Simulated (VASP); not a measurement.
**NaPdO3: single point with LDA**

Crystal: NaPdO3.

```xyz
5
Lattice="3.9911 -0.0399 0.0000 -0.0399 3.9911 0.0000 0.0000 0.0000 3.9911" Properties=species:S:1:pos:R:3 pbc="T T T"
Na    0.0000    0.0000    0.0000
Pd    1.9756    1.9756    1.9956
O     1.9756    1.9756    0.0000
O     1.9956   -0.0200    1.9956
O    -0.0200    1.9956    1.9956
```

- Program: VASP 6.6.1
- Task: single point
- Functional: LDA
- Potentials or basis: VASP PAW LDA potentials, release 64 (Na_pv, Pd, O)
- Cutoff: 520 eV
- k mesh: 9 × 9 × 9
- Occupations: methfessel-paxton, width 0.1 eV
- Spin: no spin polarisation
- Dipole correction: no
- Further INCAR settings: ALGO = Normal; EDIFF = 1e-06; NBANDS = 26

```yaml
Pressure: -12.3 GPa
Band_gap_on_the_k_mesh: zero (an odd number of electrons rules out a gap without spin polarisation)
```

Stress tensor (GPa, compression positive):
```
-12.27   0.79   0.00
  0.79 -12.27   0.00
  0.00   0.00 -12.29
```

Levels at points of the mesh, in eV from the Fermi level:
```tsv
k point	band 16	band 17	band 18	band 19	band 20	band 21
(0.00, 0.00, 0.00)	-1.00	-0.99	-0.97	-0.96	-0.90	4.85
```

Wall time 2.9 min on 1 thread of Oxide Virtual Turin-like Processor (shared host), peak memory 0.26 GiB.

Caveat: the cell stands under tension; an odd number of electrons without spin polarisation forces a metal; a magnetic or distorted state may lie lower.
